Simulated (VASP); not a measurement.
# Ag in VASP: single point with PBEsol

Aim: the single point of Ag with PBEsol.

All numbers are computed with VASP 6.6.1; they aren't measurements. Logs are shortened: lines on timing, memory, paths and dates and some standing lists are left out, and cuts for length are marked.

## Step 1: The cell of the first run

The typed cell holds 2 atoms: a = 3.024 Å, b = 3.024 Å, c = 4.834 Å, α = 90.00°, β = 90.00°, γ = 60.00°.

This isn't the form of Ag at room conditions, which is fcc.

## Step 2: Single point, PBEsol

File POSCAR:

```
Ag
1.0
    1.5120960000      2.6190260000      0.0000000000
   -1.5120960000      2.6190260000      0.0000000000
    0.0000000000      0.0000000000      4.8337450000
Ag
2
Direct
    0.3333000000      0.3334000000      0.2500000000
    0.6666000000      0.6667000000      0.7500000000
```

File INCAR.step1:

```
  PREC = Accurate
  ENCUT = 520
  EDIFF = 1E-6
  ISMEAR = -1
  SIGMA = 0.04
  LREAL = False
  LASPH = True
  NELM = 100
  ALGO = Normal
  ISIF = 2
  LWAVE = False
  LCHARG = True
  LMAXMIX = 4
  GGA = PS
  NBANDS = 18
```

File KPOINTS.step1:

```
Automatic mesh
0
Gamma
  13 13 7
```

File INCAR.step2:

```
  PREC = Accurate
  ENCUT = 520
  EDIFF = 1E-6
  ISMEAR = -5
  SIGMA = 0.04
  LREAL = False
  LASPH = True
  NELM = 100
  ALGO = Normal
  ISIF = 2
  LWAVE = False
  LCHARG = False
  LMAXMIX = 4
  GGA = PS
  LORBIT = 11
  NBANDS = 18
  NEDOS = 1001
  ICHARG = 11
```

File KPOINTS.step2:

```
Automatic mesh
0
Gamma
  20 20 11
```

Potentials or basis: VASP PAW PBE potentials, release 64 (Ag).

Started as:

```
$ cat potpaw_PBE.64/Ag/POTCAR > POTCAR
$ cp INCAR.step1 INCAR
$ cp KPOINTS.step1 KPOINTS
$ mpirun -np 1 vasp_std > vasp.out
$ cp INCAR.step2 INCAR
$ cp KPOINTS.step2 KPOINTS
$ mpirun -np 1 vasp_std > vasp.out
```

OUTCAR:

```text
PREC = Accurate
   ENCUT = 520
   EDIFF = 1E-6
   ISMEAR = -5
   LREAL = False
   LASPH = True
   NELM = 100
   ISIF = 2
   GGA = PS
   LORBIT = 11
   ICHARG = 11

 ion  position               nearest neighbor table
   1  0.333  0.333  0.250-   2 2.98   2 2.98   2 2.98   2 2.98   2 2.98   2 2.98
   2  0.667  0.667  0.750-   1 2.98   1 2.98   1 2.98   1 2.98   1 2.98   1 2.98

  LATTYP: Found a hexagonal cell.
 ALAT       =     3.0241910492
 C/A-ratio  =     1.5983596676

  Lattice vectors:

 A1 = (   1.5120960000,  -2.6190260000,   0.0000000000)
 A2 = (   1.5120960000,   2.6190260000,   0.0000000000)
 A3 = (   0.0000000000,   0.0000000000,   4.8337450000)

Analysis of symmetry for initial positions (statically):
=====================================================================
 Subroutine PRICEL returns:
 Original cell was already a primitive cell.

 Routine SETGRP: Setting up the symmetry group for a
 hexagonal supercell.

 Subroutine GETGRP returns: Found  8 space group operations
 (whereof  2 operations were pure point group operations)
 out of a pool of 24 trial point group operations.

The static configuration has the point symmetry C_2 .
 The point group associated with its full space group is D_2h.

Analysis of symmetry for dynamics (positions and initial velocities):
=====================================================================
 Subroutine PRICEL returns:
 Original cell was already a primitive cell.

 Routine SETGRP: Setting up the symmetry group for a
 hexagonal supercell.

 Subroutine GETGRP returns: Found  8 space group operations
 (whereof  2 operations were pure point group operations)
 out of a pool of 24 trial point group operations.

The dynamic configuration has the point symmetry C_2 .
 The point group associated with its full space group is D_2h.

 Subroutine INISYM returns: Found  8 space group operations
 (whereof  2 operations are pure point group operations),
 and found     1 'primitive' translations

----------------------------------------------------------------------------------------

                                     Primitive cell

  volume of cell :      38.2854

  direct lattice vectors                    reciprocal lattice vectors
     1.512096000  2.619026000  0.000000000     0.330666836  0.190910667  0.000000000
    -1.512096000  2.619026000  0.000000000    -0.330666836  0.190910667  0.000000000
     0.000000000  0.000000000  4.833745000     0.000000000  0.000000000  0.206878931

  length of vectors
     3.024191049  3.024191049  4.833745000     0.381821214  0.381821214  0.206878931

  position of ions in fractional coordinates (direct lattice)
     0.333300000  0.333400000  0.250000000
     0.666600000  0.666700000  0.750000000

  ion indices of the primitive-cell ions
   primitive index   ion index
                 1           1
                 2           2

----------------------------------------------------------------------------------------

 KPOINTS: Automatic mesh

Automatic generation of k-mesh.
 Grid dimensions read from file:
 generate k-points for:   20   20   11

 Generating k-lattice:

  Cartesian coordinates                     Fractional coordinates (reciprocal lattice)
     0.016533342  0.009545533  0.000000000     0.050000000  0.000000000  0.000000000
    -0.016533342  0.009545533  0.000000000     0.000000000  0.050000000  0.000000000
     0.000000000  0.000000000  0.018807176     0.000000000  0.000000000  0.090909091

  Length of vectors
     0.019091061  0.019091061  0.018807176

  Shift w.r.t. Gamma in fractional coordinates (k-lattice)
     0.000000000  0.000000000  0.000000000

 TETIRR: Found   6610 inequivalent tetrahedra from    26400

 Subroutine IBZKPT returns following result:
 ===========================================

 Found    666 irreducible k-points:

 Following reciprocal coordinates:
            Coordinates               Weight
  0.000000  0.000000  0.000000      1.000000
  0.050000  0.000000  0.000000      4.000000
  0.050000  0.050000  0.000000      2.000000
  0.100000 -0.000000  0.000000      4.000000
  0.100000  0.100000  0.000000      2.000000
  0.150000  0.000000  0.000000      4.000000
[... 16 lines left out ...]
 -0.050000  0.050000  0.000000      2.000000
  0.150000  0.050000  0.000000      4.000000
 [... further k-points ...]
   k-points           NKPTS =    666   k-points in BZ     NKDIM =    666   number of bands    NBANDS=     18
   number of dos      NEDOS =   1001   number of ions     NIONS =      2
   total plane-waves  NPLWV =  20736
   dimension x,y,z NGX =    24 NGY =   24 NGZ =   36
   dimension x,y,z NGXF=    48 NGYF=   48 NGZF=   72
   ions per type =               2
   NGX,Y,Z   is equivalent  to a cutoff of  13.19, 13.19, 12.38 a.u.
   NGXF,Y,Z  is equivalent  to a cutoff of  26.39, 26.39, 24.76 a.u.
 SYSTEM =  unknown system
   PREC   = accura    normal or accurate (medium, high low for compatibility)
   ISTART =      0    job   : 0-new  1-cont  2-samecut
   ICHARG =     11    charge: 1-file 2-atom 10-const
   ISPIN  =      1    spin polarized calculation?
   LNONCOLLINEAR =      F non collinear calculations
   LSORBIT =      F    spin-orbit coupling
   LASPH  =      T    aspherical Exc in radial PAW
   ENCUT  =  520.0 eV  38.22 Ry    6.18 a.u.   5.62  5.62  8.99*2*pi/ulx,y,z
   NELM   =    100;   NELMIN=  2; NELMDL=  0     # of ELM steps
   EDIFF  = 0.1E-05   stopping-criterion for ELM
   LREAL  =      F    real-space projection
   EDIFFG = 0.1E-04   stopping-criterion for IOM
   NSW    =      0    number of steps for IOM
   IBRION =     -1    ionic relax: 0-MD 1-quasi-New 2-CG
   NFREE  =      0    steps in history (QN), initial steepest desc. (CG)
   ISIF   =      2    stress and relaxation
   ISYM   =      2    0-nonsym 1-usesym 2-fastsym
   POTIM  = 0.5000    time-step for ionic-motion
   TEBEG  =    0.0;   TEEND  =   0.0 temperature during run
   PSTRESS=    0.0 pullay stress
   NELECT =      22.0000    total number of electrons
   NUPDOWN=      -1.0000    fix difference up-down
   EMIN   =  10.00;   EMAX   =-10.00  energy-range for DOS
   EFERMI =   0.00;   METHOD = LEGACY
   ISMEAR =    -5;   SIGMA  =   0.04  broadening in eV -4-tet -1-fermi 0-gaus
   EFERMI_NEDOS =   21; number of points for ismear=-14 and -15
   IALGO  =     38    algorithm
   IMIX   =      4    mixing-type and parameters
     AMIX     =   0.40;   BMIX     =  1.00
     AMIX_MAG =   1.60;   BMIX_MAG =  1.00
  volume/ion in A,a.u.               =      19.14       129.18
  Fermi-wavevector in a.u.,A,eV,Ry     =   1.361042  2.571996 25.203901  1.852434
  Thomas-Fermi vector in A             =   2.487652
   LORBIT       =     11    0 simple, 1 ext, 2 COOP (PROOUT), +10 PAW based schemes
   GGA     = PS    functional components
   LHFCALC =     F    Hartree Fock is set to
   AEXX    =    0.0000 exact exchange contribution
   IVDW    =     0    specifies the selected vdW correction
   LEPSILON=     F    determine dielectric tensor
   LRPA    =     F    only Hartree local field effects (RPA)
 non-spin polarized calculation
 Fermi weights with tetrahedron method with Bloechl corrections
  energy-cutoff  :      520.00
  volume of cell :       38.29
 maximum number of plane-waves:      1085

 number of electron      21.9999989 magnetization

 Free energy of the ion-electron system (eV)
  ---------------------------------------------------
  ext. energy  EPLUGINS =         0.00000000
  ---------------------------------------------------
  free energy    TOTEN  =        -6.40670561 eV

  energy without entropy =       -6.40670561  energy(sigma->0) =       -6.40670561

 E-fermi :   6.7373     XC(G=0): -11.7339

 val. band max:        6.7997652887   @ k =   0.5000   0.5000   0.0909
 cond. band min:       6.7368351107   @ k =  -0.1500   0.1500   0.2727
 fundamental gap:     -0.0629301780
 Fermi energy:         6.7372536161

 k-point     1 :       0.0000    0.0000    0.0000
  band No.  band energies     occupation
      1      -0.2889      2.00000
      2       1.0247      2.00000
      3       2.4134      2.00000
      4       2.4177      2.00000
      5       2.4178      2.00000
      6       2.6268      2.00000
[... 10 lines left out ...]
     17      23.9032      0.00000
     18      24.1695      0.00000

 k-point     2 :       0.0500    0.0000    0.0000
  band No.  band energies     occupation
      1      -0.2266      2.00000
      2       1.0582      2.00000
      3       2.3296      2.00000
      4       2.4478      2.00000
      5       2.4997      2.00000
      6       2.6163      2.00000
[... 10 lines left out ...]
     17      24.2188      0.00000
     18      24.2552      0.00000

 k-point     3 :       0.0500    0.0500    0.0000
  band No.  band energies     occupation
      1      -0.2266      2.00000
      2       1.0582      2.00000
      3       2.3296      2.00000
      4       2.4478      2.00000
      5       2.4996      2.00000
      6       2.6164      2.00000
[... 10 lines left out ...]
     17      24.2188      0.00000
     18      24.2547      0.00000

 k-point     4 :       0.1000   -0.0000    0.0000
  band No.  band energies     occupation
      1      -0.0435      2.00000
      2       1.1513      2.00000
      3       2.2376      2.00000
      4       2.5357      2.00000
      5       2.5633      2.00000
      6       2.6193      2.00000
[... 375 lines left out ...]
      4       2.5085      2.00000
      5       2.5636      2.00000
      6       2.5957      2.00000
[... 10 lines left out ...]
     17      24.2988      0.00000
     18      24.4107      0.00000

 k-point    23 :      -0.0500    0.0500    0.0000
  band No.  band energies     occupation
      1      -0.1038      2.00000
      2       1.1218      2.00000
      3       2.2610      2.00000
      4       2.5085      2.00000
      5       2.5636      2.00000
      6       2.5957      2.00000
[... 10 lines left out ...]
     17      24.2988      0.00000
     18      24.4115      0.00000

 k-point    24 :       0.1500    0.0500    0.0000
  band No.  band energies     occupation
      1       0.1338      2.00000
      2       1.2345      2.00000
      3       2.1718      2.00000
      4       2.5567      2.00000
      5       2.6274      2.00000
      6       2.6545      2.00000
[... 10 lines left out ...]
     17      24.3316      0.00000
     18      24.6278      0.00000

 [... further k-points ...]

------------------------ aborting loop because EDIFF is reached ----------------------------------------

  FORCE on cell =-STRESS in cart. coord.  units (eV):
  Direction    XX          YY          ZZ          XY          YZ          ZX
  --------------------------------------------------------------------------------------
  -------------------------------------------------------------------------------------
  Total       -2.6738951     -2.6735656     -2.2118166     -0.0000000      0.0000000      0.0000000
  in kB     -111.8979252   -111.8841393    -92.5607353     -0.0000000      0.0000000      0.0000000
  external PRESSURE =    -105.4475999 kB  Pullay stress =       0.0000000 kB

 VOLUME and BASIS-vectors are now :
 -----------------------------------------------------------------------------
  energy-cutoff  :      520.00
  volume of cell :       38.29
      direct lattice vectors                 reciprocal lattice vectors
     1.512096000  2.619026000  0.000000000     0.330666836  0.190910667  0.000000000
    -1.512096000  2.619026000  0.000000000    -0.330666836  0.190910667  0.000000000
     0.000000000  0.000000000  4.833745000     0.000000000  0.000000000  0.206878931

 POSITION                                       TOTAL-FORCE (eV/Angst)
 -----------------------------------------------------------------------------------
     -0.00015      1.74610      1.20844         0.000000     -0.000090      0.000000
     -0.00015      3.49195      3.62531         0.000000      0.000090     -0.000000
 -----------------------------------------------------------------------------------
    total drift:                                0.000001      0.000000     -0.000000

  FREE ENERGIE OF THE ION-ELECTRON SYSTEM (eV)
  ---------------------------------------------------
  free  energy   TOTEN  =        -6.4067056144 eV

  energy  without entropy=       -6.4067056144  energy(sigma->0) =       -6.40670561

 total charge

# of ion       s       p       d       tot
------------------------------------------
    1        0.384   0.234   9.149   9.767
    2        0.384   0.234   9.149   9.767
--------------------------------------------------
tot          0.768   0.467  18.298  19.533
```

Run time: 5.6 min. Hardware: 1 thread of Intel Xeon 8259CL, shared host; peak memory 0.47 GiB.

Results:

- Valence electrons inside the program's atomic spheres: Ag 9.77

Levels at points of the mesh, in eV from the Fermi level:
| k point | band 8 | band 9 | band 10 | band 11 | band 12 | band 13 | band 14 | band 15 |
| --- | --- | --- | --- | --- | --- | --- | --- | --- |
| (0.00, 0.00, 0.00) | -3.90 | -3.90 | -3.00 | -3.00 | -0.01 | 3.24 | 15.08 | 16.53 |
| (0.50, 0.00, 0.00) | -2.95 | -2.82 | -2.82 | 0.05 | 1.16 | 6.46 | 6.71 | 8.47 |
| (0.50, 0.50, 0.00) | -2.95 | -2.82 | -2.82 | 0.05 | 1.16 | 6.46 | 6.71 | 8.47 |

Caveat: the PAW data sets were made with another functional, which shifts forces and pressure a little.
